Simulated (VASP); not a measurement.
A run of VASP 6.6.1 is set up as follows.

File INCAR:

```
PREC = Accurate
ENCUT = 520
EDIFF = 1E-7
ISMEAR = -1
SIGMA = 0.05
LREAL = F
LASPH = T
NELM = 100
ALGO = Normal
ISIF = 2
LWAVE = F
LCHARG = F
GGA = VW
NBANDS = 26
```

File KPOINTS:

```
regular mesh
0
Gamma
  12 12 4
```

The input POSCAR:

```
C
1.0
    2.4892807220      0.0000000000      0.0000000000
   -1.2446403610      2.1557803424      0.0000000000
    0.0000000000      0.0000000000      8.2131280301
C
8
Direct
    0.6666666667      0.3333333333      0.8444560773
    0.3333333333      0.6666666667      0.3444560773
    0.6666666667      0.3333333333      0.6555439227
    0.3333333333      0.6666666667      0.1555439227
    0.0000000000      0.0000000000      0.9070657080
    0.0000000000      0.0000000000      0.4070657080
    0.0000000000      0.0000000000      0.5929342920
    0.0000000000      0.0000000000      0.0929342920
```

Potentials or basis: VASP PAW PBE potentials, release 64 (C).

The run is started by

```sh
$ cat potpaw_PBE.64/C/POTCAR > POTCAR
$ mpirun -np 1 vasp_std > vasp.out
```

Task: What does it give for the largest force?

Result: 0.005 eV/Å.

Task: Estimate the band gap on the k mesh.

Result: 4.59 eV, indirect (least direct gap 5.33 eV).

Task: Predict the pressure.

Result: 1.8 GPa.

Stress tensor (GPa, compression positive):
```
1.78 0.00 0.00
0.00 1.78 0.00
0.00 0.00 1.70
```

Caveat: the PAW data sets were made with another functional, which shifts forces and pressure a little. A k mesh can miss the band edges.
